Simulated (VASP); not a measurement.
# AlNi3 (Pm-3m) in VASP: single point with PBEsol

Aim: the single point of AlNi3 with PBEsol.

All numbers are computed with VASP 6.6.1; they aren't measurements. Logs are shortened: lines on timing, memory, paths and dates and some standing lists are left out, and cuts for length are marked.

### 1 The cell of the first run

It takes space group Pm-3m (No. 221, cubic). The conventional cell has a = 3.519 Å, b = 3.519 Å, c = 3.519 Å, α = 90.00°, β = 90.00°, γ = 90.00°. Al (site symmetry m-3m) has 12 Ni at 2.49 Å within 3.3 Å. Within 3.3 Å of Ni (site symmetry 4/mmm) lie 4 Al at 2.49 Å and 8 Ni at 2.49 Å.

### 2 Single point, PBEsol, collinear spin, ferromagnetic start

Input file INCAR:

```
SYSTEM = AlNi3
PREC = Accurate
ENCUT = 520
EDIFF = 1E-6
ISMEAR = 0
SIGMA = 0.05
LREAL = .False.
LASPH = .True.
NELM = 150
ALGO = Normal
ISIF = 2
LWAVE = .False.
LCHARG = .True.
ISPIN = 2
MAGMOM = 0 0.5 0.5 0.5
LORBIT = 11
LMAXMIX = 4
GGA = PS
LELF = .True.
LVHAR = .True.
NBANDS = 28
```

Input file KPOINTS:

```
regular mesh
0
Gamma
  20 20 20
  0 0 0
```

Input file POSCAR:

```
AlNi3
1.0
    3.5191983618      0.0000000000      0.0000000000
    0.0000000000      3.5191983618      0.0000000000
    0.0000000000      0.0000000000      3.5191983618
Al Ni
1 3
Direct
    0.0000000000      0.0000000000      0.0000000000
    0.0000000000      0.5000000000      0.5000000000
    0.5000000000      0.0000000000      0.5000000000
    0.5000000000      0.5000000000      0.0000000000
```

Potentials or basis: VASP PAW PBE potentials, release 64 (Al, Ni).

Started as:

```bash
$ cat potpaw_PBE.64/Al/POTCAR potpaw_PBE.64/Ni/POTCAR > POTCAR
$ mpirun -np 1 vasp_std > vasp.out
```

OUTCAR:

```text
SYSTEM = AlNi3
   PREC = Accurate
   ENCUT = 520
   EDIFF = 1E-6
   ISMEAR = 0
   LREAL = .False.
   LASPH = .True.
   NELM = 150
   ISIF = 2
   ISPIN = 2
   LORBIT = 11
   GGA = PS

 ion  position               nearest neighbor table
   1  0.000  0.000  0.000-   2 2.49   3 2.49   4 2.49   2 2.49   3 2.49   2 2.49   4 2.49   2 2.49
                             3 2.49   4 2.49   3 2.49   4 2.49
   2  0.000  0.500  0.500-   1 2.49   3 2.49   4 2.49   1 2.49   4 2.49   1 2.49   3 2.49   1 2.49
                             3 2.49   4 2.49   4 2.49   3 2.49
   3  0.500  0.000  0.500-   1 2.49   2 2.49   4 2.49   1 2.49   4 2.49   2 2.49   4 2.49   4 2.49
                             1 2.49   2 2.49   1 2.49   2 2.49
   4  0.500  0.500  0.000-   1 2.49   2 2.49   3 2.49   2 2.49   3 2.49   1 2.49   3 2.49   3 2.49
                             1 2.49   2 2.49   2 2.49   1 2.49

  LATTYP: Found a simple cubic cell.
 ALAT       =     3.5191983618

  Lattice vectors:

 A1 = (   3.5191983618,   0.0000000000,   0.0000000000)
 A2 = (   0.0000000000,   3.5191983618,   0.0000000000)
 A3 = (   0.0000000000,   0.0000000000,   3.5191983618)

Analysis of symmetry for initial positions (statically):
=====================================================================
 Subroutine PRICEL returns:
 Original cell was already a primitive cell.

 Routine SETGRP: Setting up the symmetry group for a
 simple cubic supercell.

 Subroutine GETGRP returns: Found 48 space group operations
 (whereof 48 operations were pure point group operations)
 out of a pool of 48 trial point group operations.

The static configuration has the point symmetry O_h .

Analysis of symmetry for dynamics (positions and initial velocities):
=====================================================================
 Subroutine PRICEL returns:
 Original cell was already a primitive cell.

 Routine SETGRP: Setting up the symmetry group for a
 simple cubic supercell.

 Subroutine GETGRP returns: Found 48 space group operations
 (whereof 48 operations were pure point group operations)
 out of a pool of 48 trial point group operations.

The dynamic configuration has the point symmetry O_h .

Analysis of structural, dynamic, and magnetic symmetry:
=====================================================================
 Subroutine PRICEL returns:
 Original cell was already a primitive cell.

 Routine SETGRP: Setting up the symmetry group for a
 simple cubic supercell.

 Subroutine GETGRP returns: Found 48 space group operations
 (whereof 48 operations were pure point group operations)
 out of a pool of 48 trial point group operations.

The overall configuration has the point symmetry O_h .

 Subroutine INISYM returns: Found 48 space group operations
 (whereof 48 operations are pure point group operations),
 and found     1 'primitive' translations

----------------------------------------------------------------------------------------

                                     Primitive cell

  volume of cell :      43.5844

  direct lattice vectors                    reciprocal lattice vectors
     3.519198362  0.000000000  0.000000000     0.284155622  0.000000000  0.000000000
     0.000000000  3.519198362  0.000000000     0.000000000  0.284155622  0.000000000
     0.000000000  0.000000000  3.519198362     0.000000000  0.000000000  0.284155622

  length of vectors
     3.519198362  3.519198362  3.519198362     0.284155622  0.284155622  0.284155622

  position of ions in fractional coordinates (direct lattice)
     0.000000000  0.000000000  0.000000000
     0.000000000  0.500000000  0.500000000
     0.500000000  0.000000000  0.500000000
     0.500000000  0.500000000  0.000000000

  ion indices of the primitive-cell ions
   primitive index   ion index
                 1           1
                 2           2
                 3           3
                 4           4

----------------------------------------------------------------------------------------

 KPOINTS: regular mesh

Automatic generation of k-mesh.
 Grid dimensions read from file:
 generate k-points for:   20   20   20

 Generating k-lattice:

  Cartesian coordinates                     Fractional coordinates (reciprocal lattice)
     0.014207781  0.000000000  0.000000000     0.050000000  0.000000000  0.000000000
     0.000000000  0.014207781  0.000000000     0.000000000  0.050000000  0.000000000
     0.000000000  0.000000000  0.014207781     0.000000000  0.000000000  0.050000000

  Length of vectors
     0.014207781  0.014207781  0.014207781

  Shift w.r.t. Gamma in fractional coordinates (k-lattice)
     0.000000000  0.000000000  0.000000000

 Subroutine IBZKPT returns following result:
 ===========================================

 Found    286 irreducible k-points:

 Following reciprocal coordinates:
            Coordinates               Weight
  0.000000  0.000000  0.000000      1.000000
  0.050000  0.000000  0.000000      6.000000
  0.100000  0.000000  0.000000      6.000000
  0.150000  0.000000  0.000000      6.000000
  0.200000  0.000000  0.000000      6.000000
  0.250000  0.000000  0.000000      6.000000
[... 16 lines left out ...]
  0.150000  0.100000  0.000000     24.000000
  0.200000  0.100000  0.000000     24.000000
 [... further k-points ...]
   k-points           NKPTS =    286   k-points in BZ     NKDIM =    286   number of bands    NBANDS=     28
   number of dos      NEDOS =    301   number of ions     NIONS =      4
   total plane-waves  NPLWV =  21952
   dimension x,y,z NGX =    28 NGY =   28 NGZ =   28
   dimension x,y,z NGXF=    56 NGYF=   56 NGZF=   56
   ions per type =               1   3
   NGX,Y,Z   is equivalent  to a cutoff of  13.23, 13.23, 13.23 a.u.
   NGXF,Y,Z  is equivalent  to a cutoff of  26.45, 26.45, 26.45 a.u.
 SYSTEM =  AlNi3
   PREC   = accura    normal or accurate (medium, high low for compatibility)
   ISTART =      0    job   : 0-new  1-cont  2-samecut
   ICHARG =      2    charge: 1-file 2-atom 10-const
   ISPIN  =      2    spin polarized calculation?
   LNONCOLLINEAR =      F non collinear calculations
   LSORBIT =      F    spin-orbit coupling
   LASPH  =      T    aspherical Exc in radial PAW
   ENCUT  =  520.0 eV  38.22 Ry    6.18 a.u.   6.54  6.54  6.54*2*pi/ulx,y,z
   NELM   =    150;   NELMIN=  2; NELMDL= -5     # of ELM steps
   EDIFF  = 0.1E-05   stopping-criterion for ELM
   LREAL  =      F    real-space projection
   EDIFFG = 0.1E-04   stopping-criterion for IOM
   NSW    =      0    number of steps for IOM
   IBRION =     -1    ionic relax: 0-MD 1-quasi-New 2-CG
   NFREE  =      0    steps in history (QN), initial steepest desc. (CG)
   ISIF   =      2    stress and relaxation
   ISYM   =      2    0-nonsym 1-usesym 2-fastsym
   POTIM  = 0.5000    time-step for ionic-motion
   TEBEG  =    0.0;   TEEND  =   0.0 temperature during run
   PSTRESS=    0.0 pullay stress
   NELECT =      33.0000    total number of electrons
   NUPDOWN=      -1.0000    fix difference up-down
   EMIN   =  10.00;   EMAX   =-10.00  energy-range for DOS
   EFERMI =   0.00;   METHOD = LEGACY
   ISMEAR =     0;   SIGMA  =   0.05  broadening in eV -4-tet -1-fermi 0-gaus
   EFERMI_NEDOS =   21; number of points for ismear=-14 and -15
   IALGO  =     38    algorithm
   IMIX   =      4    mixing-type and parameters
     AMIX     =   0.40;   BMIX     =  1.00
     AMIX_MAG =   1.60;   BMIX_MAG =  1.00
  volume/ion in A,a.u.               =      10.90        73.53
  Fermi-wavevector in a.u.,A,eV,Ry     =   1.492115  2.819689 30.292123  2.226408
  Thomas-Fermi vector in A             =   2.604684
   LORBIT       =     11    0 simple, 1 ext, 2 COOP (PROOUT), +10 PAW based schemes
   GGA     = PS    functional components
   LHFCALC =     F    Hartree Fock is set to
   AEXX    =    0.0000 exact exchange contribution
   IVDW    =     0    specifies the selected vdW correction
   LEPSILON=     F    determine dielectric tensor
   LRPA    =     F    only Hartree local field effects (RPA)
 spin polarized calculation
 Gauss-broadening in eV      SIGMA  =   0.05
  energy-cutoff  :      520.00
  volume of cell :       43.58
 maximum number of plane-waves:      1208
 NGX is ok and might be reduce to    28
   NGX = 13   NGY = 13   NGZ = 13

 number of electron      32.9999980 magnetization       0.7084526

 Free energy of the ion-electron system (eV)
  ---------------------------------------------------
  ext. energy  EPLUGINS =         0.00000000
  ---------------------------------------------------
  free energy    TOTEN  =       -24.29344726 eV

  energy without entropy =      -24.28909006  energy(sigma->0) =      -24.29126866

 E-fermi :   9.8160     XC(G=0): -13.0215

 val. band max:        9.8145387970   @ k =   0.3500   0.3500   0.2000
 cond. band min:       9.8164872669   @ k =   0.5000   0.2000   0.0000
 fundamental gap:      0.0019484699
 Fermi energy:         9.8159557443

 spin component 1

 k-point     1 :       0.0000    0.0000    0.0000
  band No.  band energies     occupation
      1      -0.3847      1.00000
      2       5.3102      1.00000
      3       5.9955      1.00000
      4       5.9955      1.00000
      5       6.3641      1.00000
      6       6.3641      1.00000
[... 20 lines left out ...]
     27      24.0252      0.00000
     28      24.0252      0.00000

 k-point     2 :       0.0500    0.0000    0.0000
  band No.  band energies     occupation
      1      -0.3533      1.00000
      2       5.3211      1.00000
      3       5.9776      1.00000
      4       6.0156      1.00000
      5       6.3696      1.00000
      6       6.3696      1.00000
[... 20 lines left out ...]
     27      23.6598      0.00000
     28      23.8825      0.00000

 k-point     3 :       0.1000    0.0000    0.0000
  band No.  band energies     occupation
      1      -0.2593      1.00000
      2       5.3492      1.00000
      3       5.9232      1.00000
      4       6.0754      1.00000
      5       6.3858      1.00000
      6       6.3858      1.00000
[... 616 lines left out ...]
      3       5.8614      1.00000
      4       6.1482      1.00000
      5       6.3864      1.00000
      6       6.4269      1.00000
[... 20 lines left out ...]
     27      22.8785      0.00000
     28      23.9931      0.00000

 k-point    24 :       0.2000    0.1000    0.0000
  band No.  band energies     occupation
      1       0.2350      1.00000
      2       5.3843      1.00000
      3       5.7948      1.00000
      4       6.2638      1.00000
      5       6.4102      1.00000
      6       6.4608      1.00000
[... 20 lines left out ...]
     27      23.0621      0.00000
     28      23.6703      0.00000

 [... further k-points ...]

 spin component 2

 k-point     1 :       0.0000    0.0000    0.0000
  band No.  band energies     occupation
      1      -0.4056      1.00000
      2       5.4033      1.00000
      3       6.1460      1.00000
      4       6.1460      1.00000
      5       6.6355      1.00000
      6       6.6355      1.00000
[... 20 lines left out ...]
     27      24.0302      0.00000
     28      24.0302      0.00000

 k-point     2 :       0.0500    0.0000    0.0000
  band No.  band energies     occupation
      1      -0.3743      1.00000
      2       5.4139      1.00000
      3       6.1254      1.00000
      4       6.1666      1.00000
      5       6.6399      1.00000
      6       6.6399      1.00000
[... 20 lines left out ...]
     27      23.6694      0.00000
     28      23.8894      0.00000

 k-point     3 :       0.1000    0.0000    0.0000
  band No.  band energies     occupation
      1      -0.2803      1.00000
      2       5.4407      1.00000
      3       6.0630      1.00000
      4       6.2278      1.00000
      5       6.6527      1.00000
      6       6.6527      1.00000
[... 616 lines left out ...]
      3       5.9863      1.00000
      4       6.2954      1.00000
      5       6.6469      1.00000
      6       6.6830      1.00000
[... 20 lines left out ...]
     27      22.8819      0.00000
     28      24.0067      0.00000

 k-point    24 :       0.2000    0.1000    0.0000
  band No.  band energies     occupation
      1       0.2140      1.00000
      2       5.4603      1.00000
      3       5.9097      1.00000
      4       6.4127      1.00000
      5       6.6649      1.00000
      6       6.7087      1.00000
[... 20 lines left out ...]
     27      23.0703      0.00000
     28      23.6865      0.00000

 [... further k-points ...]

------------------------ aborting loop because EDIFF is reached ----------------------------------------

  FORCE on cell =-STRESS in cart. coord.  units (eV):
  Direction    XX          YY          ZZ          XY          YZ          ZX
  --------------------------------------------------------------------------------------
  -------------------------------------------------------------------------------------
  Total        0.0322768      0.0322768      0.0322768     -0.0000000     -0.0000000     -0.0000000
  in kB        1.1865041      1.1865041      1.1865041     -0.0000000     -0.0000000     -0.0000000
  external PRESSURE =       1.1865041 kB  Pullay stress =       0.0000000 kB

 VOLUME and BASIS-vectors are now :
 -----------------------------------------------------------------------------
  energy-cutoff  :      520.00
  volume of cell :       43.58
      direct lattice vectors                 reciprocal lattice vectors
     3.519198362  0.000000000  0.000000000     0.284155622  0.000000000  0.000000000
     0.000000000  3.519198362  0.000000000     0.000000000  0.284155622  0.000000000
     0.000000000  0.000000000  3.519198362     0.000000000  0.000000000  0.284155622

 POSITION                                       TOTAL-FORCE (eV/Angst)
 -----------------------------------------------------------------------------------
      0.00000      0.00000      0.00000         0.000000      0.000000      0.000000
      0.00000      1.75960      1.75960         0.000000      0.000000      0.000000
      1.75960      0.00000      1.75960         0.000000      0.000000      0.000000
      1.75960      1.75960      0.00000         0.000000      0.000000      0.000000
 -----------------------------------------------------------------------------------
    total drift:                                0.000000      0.000000      0.000000

  FREE ENERGIE OF THE ION-ELECTRON SYSTEM (eV)
  ---------------------------------------------------
  free  energy   TOTEN  =       -24.2934472558 eV

  energy  without entropy=      -24.2890900600  energy(sigma->0) =      -24.29126866

 total charge

# of ion       s       p       d       tot
------------------------------------------
    1        0.410   0.405   0.000   0.815
    2        0.512   0.553   8.397   9.462
    3        0.512   0.553   8.397   9.462
    4        0.512   0.553   8.397   9.462
--------------------------------------------------
tot          1.946   2.064  25.191  29.202

 magnetization (x)

# of ion       s       p       d       tot
------------------------------------------
    1       -0.001  -0.008   0.000  -0.008
    2       -0.003  -0.009   0.262   0.250
    3       -0.003  -0.009   0.262   0.250
    4       -0.003  -0.009   0.262   0.250
--------------------------------------------------
tot         -0.009  -0.034   0.785   0.742
```

It took 9.3 min on 1 thread of Oxide Virtual Turin-like, shared host; peak memory 0.52 GiB.

Results:

- Free energy: -24.2934 eV
- Pressure: 0.1 GPa
- Net moment: 0.71 μB per cell
- Site moments: Al -0.01; Ni +0.25 μB
- Valence electrons inside the program's atomic spheres: Al 0.81; Ni 9.46

Caveat: the PAW data sets were made with another functional, which shifts forces and pressure a little.
